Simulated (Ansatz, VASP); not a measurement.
**Two plane-wave programs on B2SbN**

```
CELL_PARAMETERS angstrom
3.14563 0.00000 0.00000
-1.57282 2.72420 0.00000
0.00000 0.00000 7.35891
ATOMIC_POSITIONS crystal
B 0.00000 0.00000 0.67767
B 0.00000 0.00000 0.32233
Sb 0.00000 0.00000 0.00000
N 0.00000 0.00000 0.50000
```

Alike in both runs: functional PBE; k mesh 18 × 18 × 6; occupations gaussian, width 0.1 eV; no spin polarisation.

Ansatz relaxed the structure, and its values are those at the end. VASP's run is a single point on that final structure, the one shown.

|  | VASP | Ansatz |
| --- | --- | --- |
| version | VASP 6.6.1 | Ansatz 0.2.0 |
| potentials or method | VASP PAW PBE potentials, release 64 (B, Sb, N), cutoff 520 eV | scalar-relativistic, plane waves, PAW |
| valence electrons in the cell | 16 | 26 |

Ansatz gave:

- gap on the k mesh at the Fermi level (eV): none
- pressure (GPa): 0.0
- rms of the force components (eV/Å): 0.001

Problem. What did VASP give for the same quantities?

Solution. gap on the k mesh at the Fermi level (eV): none; pressure (GPa): 0.0; rms of the force components (eV/Å): 0.014.

A gap of «none» marks a metal or a gap that the smearing closes. VASP's potentials hold 16 valence electrons a cell and Ansatz's 26, so a difference there can come from the potentials and not from the codes.

Neither program's run includes spin-orbit coupling.
